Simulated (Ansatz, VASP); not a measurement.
Two plane-wave programs on Co

```
Co
1.0
     2.48736    0.00000    0.00000
    -1.24368    2.15412    0.00000
     0.00000    0.00000    4.06329
Co
2
Direct
  0.33333 0.66667 0.74014
  0.66667 0.33333 0.25986
```

Alike in both runs: task single point; functional r2SCAN; k mesh 12 × 12 × 7; occupations fermi-dirac, width 0.05 eV; collinear spin.

|  | VASP | Ansatz |
| --- | --- | --- |
| version | VASP 6.6.1 | Ansatz 0.2.0 |
| potentials or method | VASP PAW PBE potentials, release 64 (Co_sv) | Ansatz PAW |
| plane-wave cutoff (eV) | 660 | 500 |
| valence electrons in the cell | 34 | 34 |

```csv
,VASP,Ansatz,Ansatz less VASP
gap on the k mesh at the Fermi level (eV),none,none,-
pressure (GPa),-5.9,-3.5,+2.49
"traceless stress, the component that is largest in VASP (GPa)",1.00,0.83,-0.168
rms of the force components (eV/Å),0.118,0.112,-0.0069
net moment per atom (μB),1.79,1.79,0.000
size of the moment on the site where the two differ most (μB),1.94,1.94,-0.002
```

VASP's potentials were made for PBE, not for r2SCAN. Site moments also hang on the region over which each program counts them. Atom by atom the forces differ by 0.007 eV/Å (rms over components). A gap of «none» marks a metal or a gap that the smearing closes. With one functional, cell and mesh, what is left measures potentials, basis and numerics.

Noted on Ansatz's run: the magnetic or orbital state may not be the lowest.
